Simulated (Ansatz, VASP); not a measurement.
## Two plane-wave programs on AlNi3

```
Ni Al
1.0
     3.45114    0.00000    0.00000
     0.00000    3.45114    0.00000
     0.00000    0.00000    3.45114
Ni Al
3 1
Direct
  0.50000 0.50000 0.00000
  0.50000 0.00000 0.50000
  0.00000 0.50000 0.50000
  0.00000 0.00000 0.00000
```

Alike in both runs: task single point; functional PBEsol; k mesh 8 × 8 × 8; occupations fermi-dirac, width 0.05 eV; collinear spin.

```csv
,VASP,Ansatz
version,VASP 6.6.1,Ansatz 0.2.0
potentials or method,"VASP PAW PBE potentials, release 64 (Ni, Al)",Ansatz PAW
plane-wave cutoff (eV),520,420
valence electrons in the cell,33,57
```

|  | VASP | Ansatz | Ansatz less VASP |
| --- | --- | --- | --- |
| gap on the k mesh at the Fermi level (eV) | none | none | - |
| pressure (GPa) | 13.6 | 13.6 | 0.00 |
| net moment per atom (μB) | 0.13 | 0.14 | +0.009 |
| size of the moment on the site where the two differ most (μB) | 0.19 | 0.21 | +0.022 |

VASP's potentials were made for PBE, not for PBEsol. Site moments also hang on the region over which each program counts them. A gap of «none» marks a metal or a gap that the smearing closes. VASP's potentials hold 33 valence electrons a cell and Ansatz's 57, so a difference there can come from the potentials and not from the codes.
